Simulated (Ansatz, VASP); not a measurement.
Cr in VASP and in Ansatz

```
CELL_PARAMETERS angstrom
3.44126 0.00000 0.00000
-1.72063 2.98022 0.00000
0.00000 0.00000 3.90422
ATOMIC_POSITIONS crystal
Cr 0.22540 0.00000 0.33333
Cr 0.00000 0.22540 0.66667
Cr 0.77460 0.77460 0.00000
```

Alike in both runs: task relaxation of cell and atoms; functional r2SCAN; k mesh 6 × 6 × 4; occupations gaussian, width 0.1 eV; no spin polarisation.

```csv
,VASP,Ansatz
version,VASP 6.6.1,Ansatz 0.2.0
potentials or method,"VASP PAW PBE potentials, release 64 (Cr_pv), cutoff 600 eV","scalar-relativistic, plane waves, PAW"
valence electrons in the cell,36,42
```

Ansatz gave:

```
gap on the k mesh at the Fermi level, each at its own relaxed structure (eV) : none
relaxed volume (Å³/atom)                                                     : 11.32
relaxed cell length with the largest relative difference (Å)                 : 2.505
```

Problem. Which values does VASP return?

Solution. gap on the k mesh at the Fermi level, each at its own relaxed structure (eV): none; relaxed volume (Å³/atom): 11.34; relaxed cell length with the largest relative difference (Å): 2.507.

VASP's potentials were made for PBE, not for r2SCAN. A gap of «none» marks a metal or a gap that the smearing closes. VASP's potentials hold 36 valence electrons a cell and Ansatz's 42, so a difference there can come from the potentials and not from the codes.

The k mesh is coarse, so the values compare programs but aren't converged. Noted on VASP's run: the volume moved by over 15 % at a fixed basis, so the end points are rough.
